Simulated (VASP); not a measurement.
Mo, 1 atom in the cell. Symmetry: I4/mmm, No. 139, tetragonal system. Conventional cell: a = 3.218 Å, b = 3.218 Å, c = 3.044 Å, α = 90.00°, β = 90.00°, γ = 90.00°. Within 3.6 Å of Mo (site symmetry 4/mmm) lie 14 Mo at 2.74 to 3.22 Å.  This cell differs from its parent crystal: strain +e along x and -e along y +0.0000, strain +e along z and -e/2 along x and y -0.0367.

* Program: VASP 6.6.1
* Task: single point
* Functional: PBE
* Potentials or basis: VASP PAW PBE potentials, release 64 (Mo_sv)
* Cutoff: 520 eV
* k mesh: 20 × 20 × 20
* Occupations: gaussian, width 0.15 eV
* Spin: no spin polarisation
* Dipole correction: no
* Further INCAR settings: ALGO = Normal; EDIFF = 1e-06; NBANDS = 13

Potentials or basis: VASP PAW PBE potentials, release 64 (Mo_sv).

The run is started by

```sh
$ cat potpaw_PBE.64/Mo_sv/POTCAR > POTCAR
$ mpirun -np 1 vasp_std > vasp.out
```

Hardware: 1 thread of Intel Xeon 8259CL, on a shared host.

**Question.** How long does it take, and how much memory?

**Answer.** Wall time 67 s on 1 thread of Intel Xeon 8259CL, on a shared host, peak memory 0.23 GiB. Counts: scf iterations 11, k points 641.
